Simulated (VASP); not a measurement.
Ga2H3:

```
Ga H
1.0
     3.66148    0.00000    0.00000
     0.00000    3.66148    0.00000
     0.00000    0.00000    3.66148
Ga H
2 3
Direct
  0.50000 0.50000 0.50000
  0.00000 0.00000 0.00000
  0.00000 0.50000 0.50000
  0.50000 0.00000 0.50000
  0.50000 0.50000 0.00000
```

| Quantity | Value |
| --- | --- |
| Program | VASP 6.6.1 |
| Task | relaxation of cell and atoms |
| Functional | PBE |
| Potentials or basis | VASP PAW PBE potentials, release 64 (Ga_d, H) |
| Cutoff | 600 eV |
| k mesh | 6 × 6 × 6 |
| Occupations | gaussian, width 0.1 eV |
| Spin | no spin polarisation |

At the start: pressure 8.2 GPa; volume 9.82 Å³/atom.

How do energy, volume and symmetry change on relaxing?

Over 3 steps the energy falls by 30.8 meV/atom and the volume is 11.14 Å³/atom (+13.5 %); space group Pm-3m (No. 221, to 0.05 Å).

Step by step:
| step | energy change (eV) | largest force (eV/Å) | pressure (GPa) | volume (Å³) |
| --- | --- | --- | --- | --- |
| 1 | 0.0000 | 0.0000 | 8.15 | 49.09 |
| 2 | -0.1255 | 0.0000 | 3.35 | 52.72 |
| 3 | -0.1541 | 0.0000 | 0.12 | 55.71 |

Final structure:
```yaml
crystal:
  lattice:
    - [3.81934, 0.00000, 0.00000]
    - [0.00000, 3.81934, 0.00000]
    - [0.00000, 0.00000, 3.81934]
  atoms:
    - { symbol: Ga, position: [0.50000, 0.50000, 0.50000] }
    - { symbol: Ga, position: [0.00000, 0.00000, 0.00000] }
    - { symbol: H, position: [0.00000, 0.50000, 0.50000] }
    - { symbol: H, position: [0.50000, 0.00000, 0.50000] }
    - { symbol: H, position: [0.50000, 0.50000, 0.00000] }
```
